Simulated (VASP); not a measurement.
# W (Pm-3m) in VASP: notebook

The runs below take W through single point, with PBE.

Everything below comes from runs of VASP 6.6.1. Logs are shortened: lines on timing, memory, paths and dates and some standing lists are left out, and cuts for length are marked.

### 1 The cell of the first run

Symmetry: Pm-3m, No. 221, cubic system. The conventional cell has a = 2.638 Å, b = 2.638 Å, c = 2.638 Å, α = 90.00°, β = 90.00°, γ = 90.00°. W (site symmetry m-3m) has 6 W at 2.64 Å within 3.5 Å.

This isn't the form of W at room conditions, which is bcc.

### 2 Single point, PBE

INCAR

```
SYSTEM = W
PREC = Accurate
ENCUT = 520
EDIFF = 1E-7
ISMEAR = -1
SIGMA = 0.1
LREAL = .FALSE.
LASPH = .TRUE.
NELM = 80
ALGO = Normal
ISIF = 2
LWAVE = .FALSE.
LCHARG = .FALSE.
GGA = PE
NBANDS = 13
```

KPOINTS

```
regular mesh
0
G
  12 12 12
  0 0 0
```

POSCAR

```
W
1.0
    2.6376587952      0.0000000000      0.0000000000
    0.0000000000      2.6376587952      0.0000000000
    0.0000000000      0.0000000000      2.6376587952
W
1
Direct
    0.0000000000      0.0000000000      0.0000000000
```

Potentials or basis: VASP PAW PBE potentials, release 64 (W_sv).

Launch:

```sh
$ cat potpaw_PBE.64/W_sv/POTCAR > POTCAR
$ mpirun -np 1 vasp_std > vasp.out
```

OUTCAR:

```text
SYSTEM = W
   PREC = Accurate
   ENCUT = 520
   EDIFF = 1E-7
   ISMEAR = -1
   LREAL = .FALSE.
   LASPH = .TRUE.
   NELM = 80
   ISIF = 2
   GGA = PE

 ion  position               nearest neighbor table
   1  0.000  0.000  0.000-

  LATTYP: Found a simple cubic cell.
 ALAT       =     2.6376587952

  Lattice vectors:

 A1 = (   2.6376587952,   0.0000000000,   0.0000000000)
 A2 = (   0.0000000000,   2.6376587952,   0.0000000000)
 A3 = (   0.0000000000,   0.0000000000,   2.6376587952)

Analysis of symmetry for initial positions (statically):
=====================================================================
 Subroutine PRICEL returns:
 Original cell was already a primitive cell.

 Routine SETGRP: Setting up the symmetry group for a
 simple cubic supercell.

 Subroutine GETGRP returns: Found 48 space group operations
 (whereof 48 operations were pure point group operations)
 out of a pool of 48 trial point group operations.

The static configuration has the point symmetry O_h .

Analysis of symmetry for dynamics (positions and initial velocities):
=====================================================================
 Subroutine PRICEL returns:
 Original cell was already a primitive cell.

 Routine SETGRP: Setting up the symmetry group for a
 simple cubic supercell.

 Subroutine GETGRP returns: Found 48 space group operations
 (whereof 48 operations were pure point group operations)
 out of a pool of 48 trial point group operations.

The dynamic configuration has the point symmetry O_h .

 Subroutine INISYM returns: Found 48 space group operations
 (whereof 48 operations are pure point group operations),
 and found     1 'primitive' translations

----------------------------------------------------------------------------------------

                                     Primitive cell

  volume of cell :      18.3508

  direct lattice vectors                    reciprocal lattice vectors
     2.637658795  0.000000000  0.000000000     0.379124094  0.000000000  0.000000000
     0.000000000  2.637658795  0.000000000     0.000000000  0.379124094  0.000000000
     0.000000000  0.000000000  2.637658795     0.000000000  0.000000000  0.379124094

  length of vectors
     2.637658795  2.637658795  2.637658795     0.379124094  0.379124094  0.379124094

  position of ions in fractional coordinates (direct lattice)
     0.000000000  0.000000000  0.000000000

  ion indices of the primitive-cell ions
   primitive index   ion index
                 1           1

----------------------------------------------------------------------------------------

 KPOINTS: regular mesh

Automatic generation of k-mesh.
 Grid dimensions read from file:
 generate k-points for:   12   12   12

 Generating k-lattice:

  Cartesian coordinates                     Fractional coordinates (reciprocal lattice)
     0.031593674  0.000000000  0.000000000     0.083333333  0.000000000  0.000000000
     0.000000000  0.031593674  0.000000000     0.000000000  0.083333333  0.000000000
     0.000000000  0.000000000  0.031593674     0.000000000  0.000000000  0.083333333

  Length of vectors
     0.031593674  0.031593674  0.031593674

  Shift w.r.t. Gamma in fractional coordinates (k-lattice)
     0.000000000  0.000000000  0.000000000

 Subroutine IBZKPT returns following result:
 ===========================================

 Found     84 irreducible k-points:

 Following reciprocal coordinates:
            Coordinates               Weight
  0.000000  0.000000  0.000000      1.000000
  0.083333  0.000000  0.000000      6.000000
  0.166667  0.000000  0.000000      6.000000
  0.250000  0.000000  0.000000      6.000000
  0.333333  0.000000  0.000000      6.000000
  0.416667  0.000000  0.000000      6.000000
[... 16 lines left out ...]
  0.333333  0.333333  0.000000     12.000000
  0.416667  0.333333  0.000000     24.000000
 [... further k-points ...]
   k-points           NKPTS =     84   k-points in BZ     NKDIM =     84   number of bands    NBANDS=     13
   number of dos      NEDOS =    301   number of ions     NIONS =      1
   total plane-waves  NPLWV =   8000
   dimension x,y,z NGX =    20 NGY =   20 NGZ =   20
   dimension x,y,z NGXF=    40 NGYF=   40 NGZF=   40
   ions per type =               1
   NGX,Y,Z   is equivalent  to a cutoff of  12.61, 12.61, 12.61 a.u.
   NGXF,Y,Z  is equivalent  to a cutoff of  25.21, 25.21, 25.21 a.u.
 SYSTEM =  W
   PREC   = accura    normal or accurate (medium, high low for compatibility)
   ISTART =      0    job   : 0-new  1-cont  2-samecut
   ICHARG =      2    charge: 1-file 2-atom 10-const
   ISPIN  =      1    spin polarized calculation?
   LNONCOLLINEAR =      F non collinear calculations
   LSORBIT =      F    spin-orbit coupling
   LASPH  =      T    aspherical Exc in radial PAW
   ENCUT  =  520.0 eV  38.22 Ry    6.18 a.u.   4.90  4.90  4.90*2*pi/ulx,y,z
   NELM   =     80;   NELMIN=  2; NELMDL= -5     # of ELM steps
   EDIFF  = 0.1E-06   stopping-criterion for ELM
   LREAL  =      F    real-space projection
   EDIFFG = 0.1E-05   stopping-criterion for IOM
   NSW    =      0    number of steps for IOM
   IBRION =     -1    ionic relax: 0-MD 1-quasi-New 2-CG
   NFREE  =      0    steps in history (QN), initial steepest desc. (CG)
   ISIF   =      2    stress and relaxation
   ISYM   =      2    0-nonsym 1-usesym 2-fastsym
   POTIM  = 0.5000    time-step for ionic-motion
   TEBEG  =    0.0;   TEEND  =   0.0 temperature during run
   PSTRESS=    0.0 pullay stress
   NELECT =      14.0000    total number of electrons
   NUPDOWN=      -1.0000    fix difference up-down
   EMIN   =  10.00;   EMAX   =-10.00  energy-range for DOS
   EFERMI =   0.00;   METHOD = LEGACY
   ISMEAR =    -1;   SIGMA  =   0.10  broadening in eV -4-tet -1-fermi 0-gaus
   EFERMI_NEDOS =   21; number of points for ismear=-14 and -15
   IALGO  =     38    algorithm
   IMIX   =      4    mixing-type and parameters
     AMIX     =   0.40;   BMIX     =  1.00
     AMIX_MAG =   1.60;   BMIX_MAG =  1.00
  volume/ion in A,a.u.               =      18.35       123.84
  Fermi-wavevector in a.u.,A,eV,Ry     =   1.495887  2.826817 30.445471  2.237679
  Thomas-Fermi vector in A             =   2.607975
   LORBIT       =      0    0 simple, 1 ext, 2 COOP (PROOUT), +10 PAW based schemes
   GGA     = PE    functional components
   LHFCALC =     F    Hartree Fock is set to
   AEXX    =    0.0000 exact exchange contribution
   IVDW    =     0    specifies the selected vdW correction
   LEPSILON=     F    determine dielectric tensor
   LRPA    =     F    only Hartree local field effects (RPA)
 non-spin polarized calculation
  energy-cutoff  :      520.00
  volume of cell :       18.35
 maximum number of plane-waves:       512
 NGX is ok and might be reduce to    20
   NGX =  9   NGY =  9   NGZ =  9

 number of electron      13.9999999 magnetization

 Free energy of the ion-electron system (eV)
  ---------------------------------------------------
  ext. energy  EPLUGINS =         0.00000000
  ---------------------------------------------------
  free energy    TOTEN  =       -11.55004525 eV

  energy without entropy =      -11.53118846  energy(sigma->0) =      -11.54061685

 E-fermi :   9.3307     XC(G=0): -12.6822

 val. band max:        9.0650939916   @ k =   0.3333   0.3333   0.1667
 cond. band min:       9.3645965360   @ k =   0.4167   0.3333   0.1667
 fundamental gap:      0.2995025444
 Fermi energy:         9.3306643884

 k-point     1 :       0.0000    0.0000    0.0000
  band No.  band energies     occupation
      1     -64.7743      2.00000
      2     -28.3874      2.00000
      3     -28.3874      2.00000
      4     -28.3874      2.00000
      5       0.7821      2.00000
      6       5.0244      2.00000
      7       5.0244      2.00000
      8      14.0203      0.00000
      9      14.0203      0.00000
     10      14.0203      0.00000
     11      23.9680      0.00000
     12      23.9680      0.00000
     13      23.9680      0.00000

 k-point     2 :       0.0833    0.0000    0.0000
  band No.  band energies     occupation
      1     -64.7679      2.00000
      2     -28.4781      2.00000
      3     -28.3799      2.00000
      4     -28.3799      2.00000
      5       1.0051      2.00000
      6       5.0820      2.00000
      7       5.2603      2.00000
      8      13.6527      0.00000
      9      13.6527      0.00000
     10      14.0460      0.00000
     11      22.8249      0.00000
     12      24.4564      0.00000
     13      24.4564      0.00000

 k-point     3 :       0.1667    0.0000    0.0000
  band No.  band energies     occupation
      1     -64.7506      2.00000
      2     -28.7208      2.00000
      3     -28.3592      2.00000
      4     -28.3592      2.00000
      5       1.6043      2.00000
      6       5.2438      2.00000
      7       5.9499      2.00000
      8      12.7858      0.00000
      9      12.7858      0.00000
     10      14.1169      0.00000
     11      20.8025      0.00000
     12      25.6556      0.00000
     13      25.6556      0.00000

 k-point     4 :       0.2500    0.0000    0.0000
  band No.  band energies     occupation
      1     -64.7269      2.00000
      2     -29.0408      2.00000
      3     -28.3308      2.00000
      4     -28.3308      2.00000
      5       2.4171      2.00000
      6       5.4762      2.00000
      7       6.9710      2.00000
      8      11.8111      0.00000
      9      11.8111      0.00000
     10      14.2156      0.00000
     11      19.0532      0.00000
     12      26.0969      0.00000
     13      27.1105      0.00000

 k-point     5 :       0.3333    0.0000    0.0000
  band No.  band energies     occupation
      1     -64.7031      2.00000
      2     -29.3487      2.00000
      3     -28.3023      2.00000
      4     -28.3023      2.00000
      5       3.2705      2.00000
      6       5.7235      2.00000
      7       7.9661      2.00000
      8      10.9877      0.00000
      9      10.9877      0.00000
     10      14.3164      0.00000
     11      18.1014      0.00000
     12      24.5156      0.00000
     13      28.5022      0.00000

 k-point     6 :       0.4167    0.0000    0.0000
  band No.  band energies     occupation
      1     -64.6855      2.00000
      2     -29.5672      2.00000
      3     -28.2813      2.00000
      4     -28.2813      2.00000
      5       3.9762      2.00000
      6       5.9153      2.00000
      7       8.4898      1.99955
      8      10.4510      0.00003
      9      10.4510      0.00003
     10      14.3916      0.00000
     11      18.1649      0.00000
     12      23.5169      0.00000
     13      28.7444      0.00000

 k-point     7 :       0.5000    0.0000    0.0000
  band No.  band energies     occupation
      1     -64.6791      2.00000
      2     -29.6458      2.00000
      3     -28.2736      2.00000
      4     -28.2736      2.00000
      5       4.2684      2.00000
      6       5.9880      2.00000
      7       8.5841      1.99886
      8      10.2657      0.00017
      9      10.2658      0.00017
     10      14.4194      0.00000
     11      18.4849      0.00000
     12      23.1742      0.00000
     13      27.6958      0.00000
[... 193 lines left out ...]
 k-point    20 :       0.3333    0.2500    0.0000
  band No.  band energies     occupation
      1     -64.6565      2.00000
      2     -29.2715      2.00000
      3     -28.9326      2.00000
      4     -28.2477      2.00000
      5       4.5498      2.00000
      6       6.2734      2.00000
      7       8.6842      1.99689
      8      10.5565      0.00001
      9      11.3085      0.00000
     10      12.3371      0.00000
     11      19.5741      0.00000
     12      22.7822      0.00000
     13      26.7119      0.00000

 k-point    21 :       0.4167    0.2500    0.0000
  band No.  band energies     occupation
      1     -64.6392      2.00000
      2     -29.4851      2.00000
      3     -28.9065      2.00000
      4     -28.2272      2.00000
      5       5.1048      2.00000
      6       5.9504      2.00000
      7       8.6286      1.99821
      8      10.8058      0.00000
      9      11.9943      0.00000
     10      12.4385      0.00000
     11      18.6017      0.00000
     12      23.9660      0.00000
     13      26.0018      0.00000

 k-point    22 :       0.5000    0.2500    0.0000
  band No.  band energies     occupation
      1     -64.6328      2.00000
      2     -29.5621      2.00000
      3     -28.8969      2.00000
      4     -28.2197      2.00000
      5       5.5040      2.00000
      6       5.6146      2.00000
      7       8.6098      1.99852
      8      10.6288      0.00000
      9      12.4797      0.00000
     10      12.6488      0.00000
     11      18.2883      0.00000
     12      25.0897      0.00000
     13      25.5266      0.00000

 k-point    23 :       0.3333    0.3333    0.0000
  band No.  band energies     occupation
      1     -64.6330      2.00000
      2     -29.2436      2.00000
      3     -29.2194      2.00000
      4     -28.2202      2.00000
      5       4.8059      2.00000
      6       5.9486      2.00000
      7      10.3565      0.00007
      8      10.8024      0.00000
      9      11.3830      0.00000
     10      11.6603      0.00000
     11      19.3317      0.00000
     12      22.2428      0.00000
     13      26.6115      0.00000

 k-point    24 :       0.4167    0.3333    0.0000
  band No.  band energies     occupation
      1     -64.6159      2.00000
      2     -29.4436      2.00000
      3     -29.2023      2.00000
      4     -28.1999      2.00000
      5       4.6985      2.00000
      6       5.9669      2.00000
      7      10.6708      0.00000
      8      10.9944      0.00000
      9      11.6692      0.00000
     10      12.4680      0.00000
     11      18.4156      0.00000
     12      22.9886      0.00000
     13      25.8700      0.00000

 [... further k-points ...]
[... 5 lines left out ...]
  --------------------------------------------------------------------------------------
  -------------------------------------------------------------------------------------
  Total        0.0604883      0.0604883      0.0604883     -0.0000000     -0.0000000      0.0000000
  in kB        5.2811244      5.2811244      5.2811244     -0.0000000     -0.0000000      0.0000000
  external PRESSURE =       5.2811244 kB  Pullay stress =       0.0000000 kB

 VOLUME and BASIS-vectors are now :
 -----------------------------------------------------------------------------
  energy-cutoff  :      520.00
  volume of cell :       18.35
      direct lattice vectors                 reciprocal lattice vectors
     2.637658795  0.000000000  0.000000000     0.379124094  0.000000000  0.000000000
     0.000000000  2.637658795  0.000000000     0.000000000  0.379124094  0.000000000
     0.000000000  0.000000000  2.637658795     0.000000000  0.000000000  0.379124094

 POSITION                                       TOTAL-FORCE (eV/Angst)
 -----------------------------------------------------------------------------------
      0.00000      0.00000      0.00000         0.000000      0.000000      0.000000
 -----------------------------------------------------------------------------------
    total drift:                               -0.000000      0.000000      0.000000

  FREE ENERGIE OF THE ION-ELECTRON SYSTEM (eV)
  ---------------------------------------------------
  free  energy   TOTEN  =       -11.5500452476 eV

  energy  without entropy=      -11.5311884604  energy(sigma->0) =      -11.54061685
```

Wall time 12 s (1 thread of Intel Xeon 8259CL, shared host); peak memory 0.13 GiB.

Results:

* Free energy: -11.5500 eV
* Pressure: 0.5 GPa
* Band gap on the k mesh: zero (bands 7 and 8 overlap by 2.47 eV)

Caveat: spin-orbit coupling is left out, which moves the levels of the heavy elements.

### 3 Single point, PBE (16.15 Å³/atom)

This run uses another cell than the first one, of 16.15 Å³/atom.

INCAR

```
PREC = Accurate
ENCUT = 520
EDIFF = 1E-6
ISMEAR = -1
SIGMA = 0.1
LREAL = False
LASPH = True
NELM = 100
ALGO = Normal
ISIF = 2
LWAVE = False
LCHARG = False
GGA = PE
NBANDS = 13
```

KPOINTS

```
regular mesh
0
Gamma
  19 19 19
```

POSCAR

```
W
1.0
    2.5276261455      0.0000000000      0.0000000000
    0.0000000000      2.5276261455      0.0000000000
    0.0000000000      0.0000000000      2.5276261455
W
1
Direct
    0.0000000000      0.0000000000      0.0000000000
```

Potentials or basis: VASP PAW PBE potentials, release 64 (W_sv).

Launch:

```sh
$ cat potpaw_PBE.64/W_sv/POTCAR > POTCAR
$ mpirun -np 1 vasp_std > vasp.out
```

It took 32 s on 1 thread of Intel Xeon 8259CL, shared host; peak memory 0.16 GiB.

It converged, with:

* Free energy: -11.2838 eV
* Pressure: 37.9 GPa
* Band gap on the k mesh: zero (bands 7 and 8 overlap by 3.25 eV)

Levels at points of the mesh, in eV from the Fermi level:
| k point | band 3 | band 4 | band 5 | band 6 | band 7 | band 8 | band 9 | band 10 | band 11 | band 12 |
| --- | --- | --- | --- | --- | --- | --- | --- | --- | --- | --- |
| (0.00, 0.00, 0.00) | -37.41 | -37.41 | -9.19 | -5.02 | -5.02 | 5.60 | 5.60 | 5.60 | 15.82 | 15.82 |

Caveat: the cell stands under pressure; spin-orbit coupling is left out, which moves the levels of the heavy elements.

### 4 Single point, PBE (16.88 Å³/atom)

This run uses another cell than the first one, of 16.88 Å³/atom.

INCAR

```
  PREC = Accurate
  ENCUT = 520
  EDIFF = 1E-6
  ISMEAR = -1
  SIGMA = 0.1
  LREAL = F
  LASPH = T
  NELM = 60
  ALGO = Normal
  ISIF = 2
  LWAVE = F
  LCHARG = F
  GGA = PE
  NBANDS = 13
```

KPOINTS

```
Automatic mesh
0
Gamma
  19 19 19
```

POSCAR

```
W
1.0
    2.5653574716      0.0000000000      0.0000000000
    0.0000000000      2.5653574716      0.0000000000
    0.0000000000      0.0000000000      2.5653574716
W
1
Direct
    0.0000000000      0.0000000000      0.0000000000
```

Launch:

```sh
$ cat potpaw_PBE.64/W_sv/POTCAR > POTCAR
$ mpirun -np 1 vasp_std > vasp.out
```

It took 31 s on 1 thread of Intel Xeon 8259CL, shared host; peak memory 0.16 GiB.

It converged, with:

* Free energy: -11.4226 eV
* Pressure: 23.1 GPa
* Band gap on the k mesh: zero (bands 7 and 8 overlap by 3.05 eV)

Levels at points of the mesh, in eV from the Fermi level:
| k point | band 4 | band 5 | band 6 | band 7 | band 8 | band 9 | band 10 | band 11 |
| --- | --- | --- | --- | --- | --- | --- | --- | --- |
| (0.00, 0.00, 0.00) | -37.50 | -8.96 | -4.75 | -4.75 | 5.28 | 5.28 | 5.28 | 15.40 |

Caveat: the cell stands under pressure; spin-orbit coupling is left out, which moves the levels of the heavy elements.

### 5 Overview

| cell | k mesh | gap on the mesh (eV) | pressure (GPa) |
| --- | --- | --- | --- |
| a = 2.638 Å, 1 atom | 12 × 12 × 12 | none | 0.5 |
| a = 2.528 Å, 1 atom | 19 × 19 × 19 | none | 37.9 |
| a = 2.565 Å, 1 atom | 19 × 19 × 19 | none | 23.1 |

Alike in all rows: task single point; level PBE; potentials or basis VASP PAW PBE potentials, release 64 (W_sv); no spin polarisation; cutoff (eV) 520; smearing fermi-dirac 0.1 eV.

Caveats: spin-orbit coupling is left out, which moves the levels of the heavy elements; the cell stands under pressure (at least some runs).

Total energies depend on the potentials used, so only differences within one code and one set of settings carry meaning.
